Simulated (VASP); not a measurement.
# Al12C in VASP: further runs

Al12C is run at these levels: PBE; tasks: single point.

Everything below comes from runs of VASP 6.6.1. Logs are shortened: lines on timing, memory, paths and dates and some standing lists are left out, and cuts for length are marked.

**1. The cell of the first run**

The cell holds a slab with vacuum, 13 atoms: a = 5.714 Å, b = 5.714 Å, c = 19.675 Å, α = 90.00°, β = 90.00°, γ = 90.00°.

**2. Single point, PBE**

File INCAR:

```
SYSTEM = Al12C
PREC = Accurate
ENCUT = 520
EDIFF = 1E-7
ISMEAR = 0
SIGMA = 0.1
LREAL = .False.
LASPH = .True.
NELM = 80
ALGO = Normal
ISIF = 2
LWAVE = .False.
LCHARG = .False.
LDIPOL = .True.
IDIPOL = 3
DIPOL = 0.5 0.5 0.324
GGA = PE
NBANDS = 32
```

File KPOINTS:

```
Automatic mesh
0
Gamma
  5 5 1
  0 0 0
```

File POSCAR:

```
Al12C
1.0
    5.7143028096      0.0000000000      0.0000000000
    0.0000000000      5.7143028096      0.0000000000
    0.0000000000      0.0000000000     19.6750228481
Al C
12 1
Direct
    0.2500000000      0.2500000000      0.2033034488
    0.2500000000      0.7500000000      0.2033034488
    0.7500000000      0.2500000000      0.2033034488
    0.7500000000      0.7500000000      0.2033034488
    0.0000000000      0.0000000000      0.3092772432
    0.0000000000      0.5000000000      0.3092772432
    0.5000000000      0.0000000000      0.3092772432
    0.5000000000      0.5000000000      0.3092772432
    0.2500000000      0.2500000000      0.4155025847
    0.2500000000      0.7500000000      0.4155025847
    0.7500000000      0.2500000000      0.4155025847
    0.7500000000      0.7500000000      0.4155025847
    0.2500000000      0.4166666667      0.4968989910
```

Potentials or basis: VASP PAW PBE potentials, release 64 (Al, C).

On the command line:

```sh
> cat potpaw_PBE.64/Al/POTCAR potpaw_PBE.64/C/POTCAR > POTCAR
> mpirun -np 1 vasp_std > vasp.out
```

OUTCAR:

```text
SYSTEM = Al12C
   PREC = Accurate
   ENCUT = 520
   EDIFF = 1E-7
   ISMEAR = 0
   LREAL = .False.
   LASPH = .True.
   NELM = 80
   ISIF = 2
   GGA = PE

 ion  position               nearest neighbor table
   1  0.250  0.250  0.203-   2 2.86   3 2.86   2 2.86   3 2.86   7 2.90   8 2.90   5 2.90   6 2.90

   2  0.250  0.750  0.203-   1 2.86   4 2.86   1 2.86   4 2.86   7 2.90   8 2.90   5 2.90   6 2.90

   3  0.750  0.250  0.203-   1 2.86   4 2.86   4 2.86   1 2.86   7 2.90   8 2.90   5 2.90   6 2.90
[... 4 lines left out ...]
                            11 2.91  12 2.91   9 2.91  10 2.91
   6  0.000  0.500  0.309-   5 2.86   8 2.86   5 2.86   8 2.86   1 2.90   2 2.90   3 2.90   4 2.90
                            11 2.91  12 2.91   9 2.91  10 2.91
   7  0.500  0.000  0.309-   5 2.86   8 2.86   8 2.86   5 2.86   1 2.90   2 2.90   3 2.90   4 2.90
                            11 2.91  12 2.91   9 2.91  10 2.91
   8  0.500  0.500  0.309-   6 2.86   7 2.86   7 2.86   6 2.86   1 2.90   2 2.90   3 2.90   4 2.90
                            11 2.91  12 2.91   9 2.91  10 2.91
   9  0.250  0.250  0.416-  13 1.86  11 2.86  10 2.86  10 2.86  11 2.86   6 2.91   7 2.91   8 2.91
                             5 2.91
  10  0.250  0.750  0.416-  13 2.49  12 2.86   9 2.86   9 2.86  12 2.86   6 2.91   7 2.91   8 2.91
                             5 2.91
  11  0.750  0.250  0.416-   9 2.86  12 2.86  12 2.86   9 2.86   5 2.91   6 2.91   7 2.91   8 2.91

  12  0.750  0.750  0.416-  10 2.86  11 2.86  11 2.86  10 2.86   5 2.91   6 2.91   7 2.91   8 2.91

  13  0.250  0.417  0.497-   9 1.86  10 2.49

  LATTYP: Found a simple tetragonal cell.
 ALAT       =     5.7143028096
 C/A-ratio  =     3.4431186977

  Lattice vectors:

 A1 = (   5.7143028096,   0.0000000000,   0.0000000000)
 A2 = (   0.0000000000,   5.7143028096,   0.0000000000)
 A3 = (   0.0000000000,   0.0000000000,  19.6750228481)

Analysis of symmetry for initial positions (statically):
=====================================================================
 Subroutine PRICEL returns:
 Original cell was already a primitive cell.

 Routine SETGRP: Setting up the symmetry group for a
 simple tetragonal supercell.

 Subroutine GETGRP returns: Found  2 space group operations
 (whereof  1 operations were pure point group operations)
 out of a pool of 16 trial point group operations.

The static configuration has the point symmetry C_1 .
 The point group associated with its full space group is C_1h.

Analysis of symmetry for dynamics (positions and initial velocities):
=====================================================================
 Subroutine PRICEL returns:
 Original cell was already a primitive cell.

 Routine SETGRP: Setting up the symmetry group for a
 simple tetragonal supercell.

 Subroutine GETGRP returns: Found  2 space group operations
 (whereof  1 operations were pure point group operations)
 out of a pool of 16 trial point group operations.

The dynamic configuration has the point symmetry C_1 .
 The point group associated with its full space group is C_1h.

 Subroutine INISYM returns: Found  2 space group operations
 (whereof  1 operations are pure point group operations),
 and found     1 'primitive' translations

----------------------------------------------------------------------------------------

                                     Primitive cell

  volume of cell :     642.4536

  direct lattice vectors                    reciprocal lattice vectors
     5.714302810  0.000000000  0.000000000     0.174999476  0.000000000  0.000000000
     0.000000000  5.714302810  0.000000000     0.000000000  0.174999476  0.000000000
     0.000000000  0.000000000 19.675022848     0.000000000  0.000000000  0.050825862

  length of vectors
     5.714302810  5.714302810 19.675022848     0.174999476  0.174999476  0.050825862

  position of ions in fractional coordinates (direct lattice)
     0.250000000  0.250000000  0.203303449
     0.250000000  0.750000000  0.203303449
     0.750000000  0.250000000  0.203303449
     0.750000000  0.750000000  0.203303449
     0.000000000  0.000000000  0.309277243
     0.000000000  0.500000000  0.309277243
     0.500000000  0.000000000  0.309277243
     0.500000000  0.500000000  0.309277243
     0.250000000  0.250000000  0.415502585
     0.250000000  0.750000000  0.415502585
     0.750000000  0.250000000  0.415502585
[... 39 lines left out ...]

 Subroutine IBZKPT returns following result:
 ===========================================

 Found      9 irreducible k-points:

 Following reciprocal coordinates:
            Coordinates               Weight
  0.000000  0.000000  0.000000      1.000000
  0.200000  0.000000  0.000000      2.000000
  0.000000  0.200000  0.000000      2.000000
  0.400000  0.000000  0.000000      2.000000
  0.000000  0.400000  0.000000      2.000000
  0.200000  0.200000  0.000000      4.000000
  0.400000  0.200000  0.000000      4.000000
 -0.200000  0.400000  0.000000      4.000000
  0.400000  0.400000  0.000000      4.000000
   k-points           NKPTS =      9   k-points in BZ     NKDIM =      9   number of bands    NBANDS=     32
   number of dos      NEDOS =    301   number of ions     NIONS =     13
   total plane-waves  NPLWV = 264600
   dimension x,y,z NGX =    42 NGY =   42 NGZ =  150
   dimension x,y,z NGXF=    84 NGYF=   84 NGZF=  300
   ions per type =              12   1
   NGX,Y,Z   is equivalent  to a cutoff of  12.22, 12.22, 12.67 a.u.
   NGXF,Y,Z  is equivalent  to a cutoff of  24.44, 24.44, 25.35 a.u.
 SYSTEM =  Al12C
   PREC   = accura    normal or accurate (medium, high low for compatibility)
   ISTART =      0    job   : 0-new  1-cont  2-samecut
   ICHARG =      2    charge: 1-file 2-atom 10-const
   ISPIN  =      1    spin polarized calculation?
   LNONCOLLINEAR =      F non collinear calculations
   LSORBIT =      F    spin-orbit coupling
   LASPH  =      T    aspherical Exc in radial PAW
   ENCUT  =  520.0 eV  38.22 Ry    6.18 a.u.  10.62 10.62 36.58*2*pi/ulx,y,z
   NELM   =     80;   NELMIN=  2; NELMDL= -5     # of ELM steps
   EDIFF  = 0.1E-06   stopping-criterion for ELM
   LREAL  =      F    real-space projection
   EDIFFG = 0.1E-05   stopping-criterion for IOM
   NSW    =      0    number of steps for IOM
   IBRION =     -1    ionic relax: 0-MD 1-quasi-New 2-CG
   NFREE  =      0    steps in history (QN), initial steepest desc. (CG)
   ISIF   =      2    stress and relaxation
   ISYM   =      2    0-nonsym 1-usesym 2-fastsym
   POTIM  = 0.5000    time-step for ionic-motion
   TEBEG  =    0.0;   TEEND  =   0.0 temperature during run
   PSTRESS=    0.0 pullay stress
   NELECT =      40.0000    total number of electrons
   NUPDOWN=      -1.0000    fix difference up-down
   EMIN   =  10.00;   EMAX   =-10.00  energy-range for DOS
   EFERMI =   0.00;   METHOD = LEGACY
   ISMEAR =     0;   SIGMA  =   0.10  broadening in eV -4-tet -1-fermi 0-gaus
   EFERMI_NEDOS =   21; number of points for ismear=-14 and -15
   IALGO  =     38    algorithm
   IMIX   =      4    mixing-type and parameters
     AMIX     =   0.40;   BMIX     =  1.00
     AMIX_MAG =   1.60;   BMIX_MAG =  1.00
  volume/ion in A,a.u.               =      49.42       333.50
  Fermi-wavevector in a.u.,A,eV,Ry     =   0.648855  1.226158  5.728225  0.421013
  Thomas-Fermi vector in A             =   1.717622
   LORBIT       =      0    0 simple, 1 ext, 2 COOP (PROOUT), +10 PAW based schemes
   GGA     = PE    functional components
   LHFCALC =     F    Hartree Fock is set to
   AEXX    =    0.0000 exact exchange contribution
   IVDW    =     0    specifies the selected vdW correction
   LEPSILON=     F    determine dielectric tensor
   LRPA    =     F    only Hartree local field effects (RPA)
 non-spin polarized calculation
 Gauss-broadening in eV      SIGMA  =   0.10
  energy-cutoff  :      520.00
  volume of cell :      642.45
 maximum number of plane-waves:     17320
   NGX = 21   NGY = 21   NGZ = 73

 dipolmoment           0.000000      0.000000     -0.046673 electrons x Angstroem

 number of electron      39.9999999 magnetization

 dipolmoment           0.000000      0.000000      0.258528 electrons x Angstroem

 Free energy of the ion-electron system (eV)
  ---------------------------------------------------
  ext. energy  EPLUGINS =         0.00000000
  ---------------------------------------------------
  free energy    TOTEN  =       -45.99147922 eV

  energy without entropy =      -45.96859581  energy(sigma->0) =      -45.98003752

 E-fermi :  -0.8557     XC(G=0):  -4.3491

 val. band max:       -0.8572444282   @ k =   0.0000   0.0000   0.0000
 cond. band min:      -0.7965034020   @ k =   0.4000   0.4000   0.0000
 fundamental gap:      0.0607410262
 Fermi energy:        -0.8556670174

 k-point     1 :       0.0000    0.0000    0.0000
  band No.  band energies     occupation
      1     -11.1680      2.00000
      2     -10.2266      2.00000
      3      -8.4405      2.00000
      4      -6.6060      2.00000
      5      -6.5518      2.00000
      6      -6.4899      2.00000
[... 304 lines left out ...]
     31       2.0351      0.00000
     32       2.3000      0.00000

------------------------ aborting loop because EDIFF is reached ----------------------------------------

 vacuum level on the upper side and lower side of the slab       (xc-potential included)         0.678        -0.717

  FORCE on cell =-STRESS in cart. coord.  units (eV):
  Direction    XX          YY          ZZ          XY          YZ          ZX
  --------------------------------------------------------------------------------------
  -------------------------------------------------------------------------------------
  Total       -8.5916855     -9.2635019      0.2351660      0.0000000      2.5331717      0.0000000
  in kB      -21.4263012    -23.1017049      0.5864667      0.0000000      6.3173286      0.0000000
  external PRESSURE =     -14.6471798 kB  Pullay stress =       0.0000000 kB

 VOLUME and BASIS-vectors are now :
 -----------------------------------------------------------------------------
  energy-cutoff  :      520.00
  volume of cell :      642.45
      direct lattice vectors                 reciprocal lattice vectors
     5.714302810  0.000000000  0.000000000     0.174999476  0.000000000  0.000000000
     0.000000000  5.714302810  0.000000000     0.000000000  0.174999476  0.000000000
     0.000000000  0.000000000 19.675022848     0.000000000  0.000000000  0.050825862

 POSITION                                       TOTAL-FORCE (eV/Angst)
 -----------------------------------------------------------------------------------
      1.42858      1.42858      4.00000         0.000000     -0.052002     -0.000158
      1.42858      4.28573      4.00000         0.000000      0.139038      0.012656
      4.28573      1.42858      4.00000         0.000000      0.185399     -0.117850
      4.28573      4.28573      4.00000         0.000000     -0.141387     -0.009065
      0.00000      0.00000      6.08504        -0.032185     -0.006188      0.109121
      0.00000      2.85715      6.08504        -0.060068      0.012764     -0.040170
      2.85715      0.00000      6.08504         0.032185     -0.006188      0.109121
      2.85715      2.85715      6.08504         0.060068      0.012764     -0.040170
      1.42858      1.42858      8.17502         0.000000     -1.174067     -1.275288
      1.42858      4.28573      8.17502         0.000000     -1.050908      1.023904
      4.28573      1.42858      8.17502         0.000000      0.045017      0.215818
      4.28573      4.28573      8.17502         0.000000      0.095233     -0.020606
      1.42858      2.38096      9.77650         0.000000      1.940526      0.032687
 -----------------------------------------------------------------------------------
    total drift:                                0.000000     -0.000055      0.000074

  FREE ENERGIE OF THE ION-ELECTRON SYSTEM (eV)
  ---------------------------------------------------
  free  energy   TOTEN  =       -45.9914792223 eV

  energy  without entropy=      -45.9685958115  energy(sigma->0) =      -45.98003752

 vacuum level on the upper side and lower side of the slab         4.928         3.482
```

Run time: 3.3 min. Hardware: 1 thread of Intel Xeon 6975P-C (Granite Rapids), shared host; peak memory 0.61 GiB.

Results:

```
Free energy            : -45.9915 eV
Largest force          : 1.941 eV/Å
Band gap on the k mesh : zero (band 20 reaches -0.46 eV, above the bottom of band 21 at -1.22 eV)
```

Forces in eV/Å, atoms in the order of the input:
```
Al   0.000 -0.052  0.000
Al   0.000  0.139  0.013
Al   0.000  0.185 -0.118
Al   0.000 -0.141 -0.009
Al  -0.032 -0.006  0.109
Al  -0.060  0.013 -0.040
Al   0.032 -0.006  0.109
Al   0.060  0.013 -0.040
Al   0.000 -1.174 -1.275
Al   0.000 -1.051  1.024
Al   0.000  0.045  0.216
Al   0.000  0.095 -0.021
C    0.000  1.941  0.033
```

[end of part 1 of 2]
